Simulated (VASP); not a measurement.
# Si (Fm-3m) in VASP: a series of runs

Si is run at these levels: PBE; tasks: single point.

All numbers are computed with VASP 6.6.1; they aren't measurements. Logs are shortened: lines on timing, memory, paths and dates and some standing lists are left out, and cuts for length are marked.

## (1) The cell of the first run

Symmetry: Fm-3m, No. 225, cubic system. Conventional cell: a = 3.945 Å, b = 3.945 Å, c = 3.945 Å, α = 90.00°, β = 90.00°, γ = 90.00°. Si (site symmetry m-3m) has 12 Si at 2.79 Å within 3.7 Å.

This isn't the form of Si at room conditions, which is diamond.

## (2) Single point, PBE

INCAR

```
PREC = Accurate ; ENCUT = 500
EDIFF = 1E-6 ; ISMEAR = -1
SIGMA = 0.06122561905347299 ; LREAL = F
LASPH = T ; NELM = 120
ALGO = Normal ; ISIF = 2
LWAVE = F ; LCHARG = F
GGA = PE ; NBANDS = 8
GGA_COMPAT = F
```

KPOINTS

```
Automatic mesh
0
Gamma
  48 48 48
```

POSCAR

```
Si
1.0
    0.0000000000      1.9725036237      1.9725036237
    1.9725036237      0.0000000000      1.9725036237
    1.9725036237      1.9725036237      0.0000000000
Si
1
Direct
    0.0000000000      0.0000000000      0.0000000000
```

Potentials or basis: VASP PAW PBE potentials, release 64 (Si).

Command:

```sh
$ cat potpaw_PBE.64/Si/POTCAR > POTCAR
$ mpirun -np 1 vasp_std > vasp.out
```

OUTCAR:

```text
PREC = Accurate
   ENCUT = 500
   EDIFF = 1E-6
   ISMEAR = -1
   LREAL = F
   LASPH = T
   NELM = 120
   ISIF = 2
   GGA = PE

 ion  position               nearest neighbor table
   1  0.000  0.000  0.000-

  LATTYP: Found a face centered cubic cell.
 ALAT       =     3.9450072474

  Lattice vectors:

 A1 = (   0.0000000000,   1.9725036237,   1.9725036237)
 A2 = (   1.9725036237,   0.0000000000,   1.9725036237)
 A3 = (   1.9725036237,   1.9725036237,   0.0000000000)

Analysis of symmetry for initial positions (statically):
=====================================================================
 Subroutine PRICEL returns:
 Original cell was already a primitive cell.

 Routine SETGRP: Setting up the symmetry group for a
 face centered cubic supercell.

 Subroutine GETGRP returns: Found 48 space group operations
 (whereof 48 operations were pure point group operations)
 out of a pool of 48 trial point group operations.

The static configuration has the point symmetry O_h .

Analysis of symmetry for dynamics (positions and initial velocities):
=====================================================================
 Subroutine PRICEL returns:
 Original cell was already a primitive cell.

 Routine SETGRP: Setting up the symmetry group for a
 face centered cubic supercell.

 Subroutine GETGRP returns: Found 48 space group operations
 (whereof 48 operations were pure point group operations)
 out of a pool of 48 trial point group operations.

The dynamic configuration has the point symmetry O_h .

 Subroutine INISYM returns: Found 48 space group operations
 (whereof 48 operations are pure point group operations),
 and found     1 'primitive' translations

----------------------------------------------------------------------------------------

                                     Primitive cell

  volume of cell :      15.3491

  direct lattice vectors                    reciprocal lattice vectors
     0.000000000  1.972503624  1.972503624    -0.253484959  0.253484959  0.253484959
     1.972503624  0.000000000  1.972503624     0.253484959 -0.253484959  0.253484959
     1.972503624  1.972503624  0.000000000     0.253484959  0.253484959 -0.253484959

  length of vectors
     2.789541376  2.789541376  2.789541376     0.439048828  0.439048828  0.439048828

  position of ions in fractional coordinates (direct lattice)
     0.000000000  0.000000000  0.000000000

  ion indices of the primitive-cell ions
   primitive index   ion index
                 1           1

----------------------------------------------------------------------------------------

 KPOINTS: Automatic mesh

Automatic generation of k-mesh.
 Grid dimensions read from file:
 generate k-points for:   48   48   48

 Generating k-lattice:

  Cartesian coordinates                     Fractional coordinates (reciprocal lattice)
    -0.005280937  0.005280937  0.005280937     0.020833333  0.000000000  0.000000000
     0.005280937 -0.005280937  0.005280937     0.000000000  0.020833333  0.000000000
     0.005280937  0.005280937 -0.005280937     0.000000000  0.000000000  0.020833333

  Length of vectors
     0.009146851  0.009146851  0.009146851

  Shift w.r.t. Gamma in fractional coordinates (k-lattice)
     0.000000000  0.000000000  0.000000000

 Subroutine IBZKPT returns following result:
 ===========================================

 Found   2769 irreducible k-points:

 Following reciprocal coordinates:
            Coordinates               Weight
  0.000000  0.000000  0.000000      1.000000
  0.020833  0.000000  0.000000      8.000000
  0.041667  0.000000  0.000000      8.000000
  0.062500  0.000000  0.000000      8.000000
  0.083333  0.000000  0.000000      8.000000
  0.104167  0.000000  0.000000      8.000000
[... 16 lines left out ...]
  0.458333  0.000000  0.000000      8.000000
  0.479167  0.000000  0.000000      8.000000
 [... further k-points ...]
   k-points           NKPTS =   2769   k-points in BZ     NKDIM =   2769   number of bands    NBANDS=      8
   number of dos      NEDOS =    301   number of ions     NIONS =      1
   total plane-waves  NPLWV =   8000
   dimension x,y,z NGX =    20 NGY =   20 NGZ =   20
   dimension x,y,z NGXF=    40 NGYF=   40 NGZF=   40
   ions per type =               1
   NGX,Y,Z   is equivalent  to a cutoff of  11.92, 11.92, 11.92 a.u.
   NGXF,Y,Z  is equivalent  to a cutoff of  23.84, 23.84, 23.84 a.u.
 SYSTEM =  unknown system
   PREC   = accura    normal or accurate (medium, high low for compatibility)
   ISTART =      0    job   : 0-new  1-cont  2-samecut
   ICHARG =      2    charge: 1-file 2-atom 10-const
   ISPIN  =      1    spin polarized calculation?
   LNONCOLLINEAR =      F non collinear calculations
   LSORBIT =      F    spin-orbit coupling
   LASPH  =      T    aspherical Exc in radial PAW
   ENCUT  =  500.0 eV  36.75 Ry    6.06 a.u.   5.09  5.09  5.09*2*pi/ulx,y,z
   NELM   =    120;   NELMIN=  2; NELMDL= -5     # of ELM steps
   EDIFF  = 0.1E-05   stopping-criterion for ELM
   LREAL  =      F    real-space projection
   EDIFFG = 0.1E-04   stopping-criterion for IOM
   NSW    =      0    number of steps for IOM
   IBRION =     -1    ionic relax: 0-MD 1-quasi-New 2-CG
   NFREE  =      0    steps in history (QN), initial steepest desc. (CG)
   ISIF   =      2    stress and relaxation
   ISYM   =      2    0-nonsym 1-usesym 2-fastsym
   POTIM  = 0.5000    time-step for ionic-motion
   TEBEG  =    0.0;   TEEND  =   0.0 temperature during run
   PSTRESS=    0.0 pullay stress
   NELECT =       4.0000    total number of electrons
   NUPDOWN=      -1.0000    fix difference up-down
   EMIN   =  10.00;   EMAX   =-10.00  energy-range for DOS
   EFERMI =   0.00;   METHOD = LEGACY
   ISMEAR =    -1;   SIGMA  =   0.06  broadening in eV -4-tet -1-fermi 0-gaus
   EFERMI_NEDOS =   21; number of points for ismear=-14 and -15
   IALGO  =     38    algorithm
   IMIX   =      4    mixing-type and parameters
     AMIX     =   0.40;   BMIX     =  1.00
     AMIX_MAG =   1.60;   BMIX_MAG =  1.00
  volume/ion in A,a.u.               =      15.35       103.58
  Fermi-wavevector in a.u.,A,eV,Ry     =   1.045684  1.976056 14.877351  1.093454
  Thomas-Fermi vector in A             =   2.180490
   LORBIT       =      0    0 simple, 1 ext, 2 COOP (PROOUT), +10 PAW based schemes
   GGA     = PE    functional components
   LHFCALC =     F    Hartree Fock is set to
   AEXX    =    0.0000 exact exchange contribution
   IVDW    =     0    specifies the selected vdW correction
   LEPSILON=     F    determine dielectric tensor
   LRPA    =     F    only Hartree local field effects (RPA)
 non-spin polarized calculation
  energy-cutoff  :      500.00
  volume of cell :       15.35
 maximum number of plane-waves:       399
   NGX = 11   NGY = 11   NGZ = 11

 number of electron       3.9999999 magnetization

 Free energy of the ion-electron system (eV)
  ---------------------------------------------------
  ext. energy  EPLUGINS =         0.00000000
  ---------------------------------------------------
  free energy    TOTEN  =        -4.87815299 eV

  energy without entropy =       -4.87249663  energy(sigma->0) =       -4.87532481

 E-fermi :   9.4197     XC(G=0): -10.9576

 val. band max:        9.4176623028   @ k =   0.3958   0.2292   0.0208
 cond. band min:       9.4199796994   @ k =  -0.3750   0.3542   0.1667
 fundamental gap:      0.0023173967
 Fermi energy:         9.4197492249

 k-point     1 :       0.0000    0.0000    0.0000
  band No.  band energies     occupation
      1      -4.5101      2.00000
      2      19.8492      0.00000
      3      19.8492      0.00000
      4      19.8492      0.00000
      5      21.1108      0.00000
      6      21.1108      0.00000
      7      21.1108      0.00000
      8      26.3141      0.00000

 k-point     2 :       0.0208    0.0000    0.0000
  band No.  band energies     occupation
      1      -4.4980      2.00000
      2      19.5486      0.00000
      3      19.7771      0.00000
      4      19.7771      0.00000
      5      21.1979      0.00000
      6      21.1979      0.00000
      7      21.3024      0.00000
      8      26.4167      0.00000

 k-point     3 :       0.0417    0.0000    0.0000
  band No.  band energies     occupation
      1      -4.4616      2.00000
      2      18.9158      0.00000
      3      19.6028      0.00000
      4      19.6028      0.00000
      5      21.4165      0.00000
      6      21.4165      0.00000
      7      21.6170      0.00000
      8      26.7158      0.00000

 k-point     4 :       0.0625    0.0000    0.0000
  band No.  band energies     occupation
      1      -4.4009      2.00000
      2      18.1630      0.00000
      3      19.3865      0.00000
      4      19.3865      0.00000
      5      21.7038      0.00000
      6      21.7038      0.00000
      7      21.8680      0.00000
      8      27.1066      0.00000

 k-point     5 :       0.0833    0.0000    0.0000
  band No.  band energies     occupation
      1      -4.3160      2.00000
      2      17.3550      0.00000
      3      19.1602      0.00000
      4      19.1602      0.00000
      5      22.0219      0.00000
      6      22.0219      0.00000
      7      22.0303      0.00000
      8      26.7999      0.00000
[... 177 lines left out ...]
 k-point    22 :       0.4375    0.0000    0.0000
  band No.  band energies     occupation
      1       0.7425      2.00000
      2       4.2398      2.00000
      3      17.4355      0.00000
      4      17.4355      0.00000
      5      20.2712      0.00000
      6      20.2712      0.00000
      7      22.0205      0.00000
      8      25.1052      0.00000

 k-point    23 :       0.4583    0.0000    0.0000
  band No.  band energies     occupation
      1       1.2257      2.00000
      2       3.6474      2.00000
      3      17.4377      0.00000
      4      17.4377      0.00000
      5      20.1678      0.00000
      6      20.1678      0.00000
      7      22.0415      0.00000
      8      24.9824      0.00000

 k-point    24 :       0.4792    0.0000    0.0000
  band No.  band energies     occupation
      1       1.6896      2.00000
      2       3.1180      2.00000
      3      17.4401      0.00000
      4      17.4401      0.00000
      5      20.1045      0.00000
      6      20.1045      0.00000
      7      22.0557      0.00000
      8      24.9068      0.00000

 [... further k-points ...]

------------------------ aborting loop because EDIFF is reached ----------------------------------------

  FORCE on cell =-STRESS in cart. coord.  units (eV):
  Direction    XX          YY          ZZ          XY          YZ          ZX
  --------------------------------------------------------------------------------------
  -------------------------------------------------------------------------------------
  Total       -0.4142833     -0.4142833     -0.4142833     -0.0000000      0.0000000     -0.0000000
  in kB      -43.2438706    -43.2438706    -43.2438706     -0.0000000      0.0000000     -0.0000000
  external PRESSURE =     -43.2438706 kB  Pullay stress =       0.0000000 kB

 VOLUME and BASIS-vectors are now :
 -----------------------------------------------------------------------------
  energy-cutoff  :      500.00
  volume of cell :       15.35
      direct lattice vectors                 reciprocal lattice vectors
     0.000000000  1.972503624  1.972503624    -0.253484959  0.253484959  0.253484959
     1.972503624  0.000000000  1.972503624     0.253484959 -0.253484959  0.253484959
     1.972503624  1.972503624  0.000000000     0.253484959  0.253484959 -0.253484959

 POSITION                                       TOTAL-FORCE (eV/Angst)
 -----------------------------------------------------------------------------------
      0.00000      0.00000      0.00000        -0.000000     -0.000000     -0.000000
 -----------------------------------------------------------------------------------
    total drift:                               -0.000000     -0.000000      0.000000

  FREE ENERGIE OF THE ION-ELECTRON SYSTEM (eV)
  ---------------------------------------------------
  free  energy   TOTEN  =        -4.8781529894 eV

  energy  without entropy=       -4.8724966270  energy(sigma->0) =       -4.87532481
```

It took 4.3 min on 1 thread of AMD EPYC 7R43 (Zen 3), shared host; peak memory 0.31 GiB.

Results:

```yaml
Free_energy: -4.8782 eV
Pressure: -4.3 GPa
Band_gap_on_the_k_mesh: zero (bands 2 and 3 overlap by 13.35 eV)
```

Caveat: the cell stands under tension.

## (3) Single point, PBE

This run uses another cell than the first one, of 14.19 Å³/atom.

Changes to INCAR since step 2:

```diff
@@ -5,4 +5,5 @@
 ALGO = Normal ; ISIF = 2
-LWAVE = F ; LCHARG = F
-GGA = PE ; NBANDS = 8
+LWAVE = F ; LCHARG = T
+GGA = PE ; LELF = T
+LVHAR = T ; NBANDS = 8
 GGA_COMPAT = F
```

KPOINTS

```
regular mesh
0
Gamma
  48 48 48
```

POSCAR

```
Si
1.0
    0.0000000000      1.9215773893      1.9215773893
    1.9215773893      0.0000000000      1.9215773893
    1.9215773893      1.9215773893      0.0000000000
Si
1
Direct
    0.0000000000      0.0000000000      0.0000000000
```

Potentials or basis: VASP PAW PBE potentials, release 64 (Si).

Command:

```sh
$ cat potpaw_PBE.64/Si/POTCAR > POTCAR
$ mpirun -np 1 vasp_std > vasp.out
```

OUTCAR:

```text
PREC = Accurate
   ENCUT = 500
   EDIFF = 1E-6
   ISMEAR = -1
   LREAL = F
   LASPH = T
   NELM = 120
   ISIF = 2
   GGA = PE

 ion  position               nearest neighbor table
   1  0.000  0.000  0.000-

  LATTYP: Found a face centered cubic cell.
 ALAT       =     3.8431547786

  Lattice vectors:

 A1 = (   0.0000000000,   1.9215773893,   1.9215773893)
 A2 = (   1.9215773893,   0.0000000000,   1.9215773893)
 A3 = (   1.9215773893,   1.9215773893,   0.0000000000)

[... 440 lines left out ...]
      8      26.3605      0.00000

 [... further k-points ...]

------------------------ aborting loop because EDIFF is reached ----------------------------------------

  FORCE on cell =-STRESS in cart. coord.  units (eV):
  Direction    XX          YY          ZZ          XY          YZ          ZX
  --------------------------------------------------------------------------------------
  -------------------------------------------------------------------------------------
  Total        0.1465023      0.1465023      0.1465023      0.0000000      0.0000000     -0.0000000
  in kB       16.5406085     16.5406085     16.5406085      0.0000000      0.0000000     -0.0000000
  external PRESSURE =      16.5406085 kB  Pullay stress =       0.0000000 kB

 VOLUME and BASIS-vectors are now :
 -----------------------------------------------------------------------------
  energy-cutoff  :      500.00
  volume of cell :       14.19
      direct lattice vectors                 reciprocal lattice vectors
     0.000000000  1.921577389  1.921577389    -0.260202895  0.260202895  0.260202895
     1.921577389  0.000000000  1.921577389     0.260202895 -0.260202895  0.260202895
     1.921577389  1.921577389  0.000000000     0.260202895  0.260202895 -0.260202895

 POSITION                                       TOTAL-FORCE (eV/Angst)
 -----------------------------------------------------------------------------------
      0.00000      0.00000      0.00000         0.000000      0.000000     -0.000000
 -----------------------------------------------------------------------------------
    total drift:                                0.000000      0.000000     -0.000000

  FREE ENERGIE OF THE ION-ELECTRON SYSTEM (eV)
  ---------------------------------------------------
  free  energy   TOTEN  =        -4.8891924985 eV

  energy  without entropy=       -4.8838205816  energy(sigma->0) =       -4.88650654
```

OSZICAR:

```text
N       E                     dE             d eps       ncg     rms          rms(c)
DAV:   1    -0.253867939290E+01   -0.25387E+01   -0.17765E+03 47968   0.369E+02
DAV:   2    -0.489724454827E+01   -0.23586E+01   -0.22529E+01 66216   0.294E+01
DAV:   3    -0.491015566026E+01   -0.12911E-01   -0.12901E-01 49952   0.228E+00
DAV:   4    -0.491016837960E+01   -0.12719E-04   -0.12720E-04 75200   0.764E-02
DAV:   5    -0.491016838246E+01   -0.28685E-08   -0.17972E-08 50568   0.510E-04    0.275E+00
DAV:   6    -0.489686796507E+01    0.13300E-01   -0.38922E-03 51552   0.275E-01    0.152E+00
DAV:   7    -0.488922938852E+01    0.76386E-02   -0.78733E-03 52240   0.389E-01    0.134E-01
DAV:   8    -0.488919219403E+01    0.37194E-04   -0.27725E-05 67968   0.431E-02    0.147E-02
DAV:   9    -0.488919249854E+01   -0.30451E-06   -0.34875E-07 55384   0.340E-03
   1 F= -.48891925E+01 E0= -.48865065E+01  d E =-.537192E-02
```

stdout:

```text
POSCAR found type information on POSCAR Si
 POSCAR found :  1 types and       1 ions
 scaLAPACK will be used
 LDA part: xc-table for (Slater+PW92), standard interpolation
 POSCAR, INCAR and KPOINTS ok, starting setup
 FFT: planning ... GRIDC
 FFT: planning ... GRID_SOFT
 FFT: planning ... GRID
 WAVECAR not read
 entering main loop
```

Wall time 4.6 min (1 thread of Intel Xeon 8259CL, shared host); peak memory 0.34 GiB.

Results:

```
Free energy            : -4.8892 eV
Pressure               : 1.7 GPa
Band gap on the k mesh : zero (bands 2 and 3 overlap by 14.52 eV)
```

## (4) Single point, PBE

This run uses another cell than the first one, of 14.48 Å³/atom.

INCAR

```
SYSTEM = Si
  PREC = Accurate
  ENCUT = 500
  EDIFF = 1E-6
  ISMEAR = -1
  SIGMA = 0.06122561905347299
  LREAL = .FALSE.
  LASPH = .TRUE.
  NELM = 120
  ALGO = Normal
  ISIF = 2
  LWAVE = .FALSE.
  LCHARG = .FALSE.
  GGA = PE
  NBANDS = 8
  GGA_COMPAT = .FALSE.
```

KPOINTS

```
regular mesh
0
G
  48 48 48
  0 0 0
```

POSCAR

```
Si
1.0
    0.0000000000      1.9345614142      1.9345614142
    1.9345614142      0.0000000000      1.9345614142
    1.9345614142      1.9345614142      0.0000000000
Si
1
Direct
    0.0000000000      0.0000000000      0.0000000000
```

Command:

```sh
$ cat potpaw_PBE.64/Si/POTCAR > POTCAR
$ mpirun -np 1 vasp_std > vasp.out
```

Wall time 4.5 min (1 thread of Intel Xeon 8259CL, shared host); peak memory 0.34 GiB.

It converged, with:

| Item | Value |
| --- | --- |
| Free energy | -4.8906 eV |
| Pressure | -0.1 GPa |
| Band gap on the k mesh | zero (bands 2 and 3 overlap by 14.21 eV) |

Levels at points of the mesh, in eV from the Fermi level:
| k point | band 1 | band 2 | band 3 | band 4 | band 5 |
| --- | --- | --- | --- | --- | --- |
| (0.00, 0.00, 0.00) | -14.47 | 11.11 | 11.11 | 11.11 | 11.90 |
| (0.50, 0.00, 0.00) | -7.63 | -6.97 | 8.53 | 8.53 | 10.82 |
| (0.50, 0.50, 0.00) | -5.38 | -4.54 | 3.17 | 3.17 | 4.38 |

## (5) Overview

| cell | gap on the mesh (eV) | pressure (GPa) |
| --- | --- | --- |
| a = 2.790 Å, angles 60.0°, 1 atom | none | -4.3 |
| a = 2.718 Å, angles 60.0°, 1 atom | none | 1.7 |
| a = 2.736 Å, angles 60.0°, 1 atom | none | -0.1 |

Alike in all rows: task single point; level PBE; potentials or basis VASP PAW PBE potentials, release 64 (Si); no spin polarisation; k mesh 48 × 48 × 48; cutoff (eV) 500; smearing fermi-dirac 0.0612256 eV.

Caveats: the cell stands under tension (at least some runs).

Absolute energies hang on the potentials; compare differences alone.
